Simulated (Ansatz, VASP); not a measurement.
# TaN: VASP beside Ansatz

```
Ta N
1.0
     5.14984    0.00000    0.00000
    -2.57492    4.45989    0.00000
     0.00000    0.00000    2.87424
Ta N
3 3
Direct
  0.33333 0.66667 0.50000
  0.66667 0.33333 0.50000
  0.00000 0.00000 0.00000
  0.39342 0.00000 0.00000
  0.60658 0.60658 0.00000
  0.00000 0.39342 0.00000
```

Alike in both runs: functional LDA; k mesh 7 × 7 × 11; occupations fermi-dirac, width 0.1 eV; no spin polarisation.

Ansatz relaxed the structure, and its values are those at the end. VASP's run is a single point on that final structure, the one shown.

|  | VASP | Ansatz |
| --- | --- | --- |
| version | VASP 6.6.1 | Ansatz 0.2.0 |
| potentials or method | VASP PAW LDA potentials, release 64 (Ta_pv, N), cutoff 520 eV | PAW plane waves |
| valence electrons in the cell | 48 | 54 |

|  | VASP | Ansatz | Ansatz less VASP |
| --- | --- | --- | --- |
| gap on the k mesh at the Fermi level (eV) | none | none | - |
| pressure (GPa) | 1.9 | 0.0 | -1.95 |
| rms of the force components (eV/Å) | 0.006 | 0.000 | -0.0056 |

Ansatz warns that its potentials were made for another functional, while VASP's fit it. LDA's correlation is that of Perdew and Zunger in VASP and of Perdew and Wang (1992) in Ansatz. A gap of «none» marks a metal or a gap that the smearing closes. VASP's potentials hold 48 valence electrons a cell and Ansatz's 54, so a difference there can come from the potentials and not from the codes.

Spin-orbit coupling is off throughout.
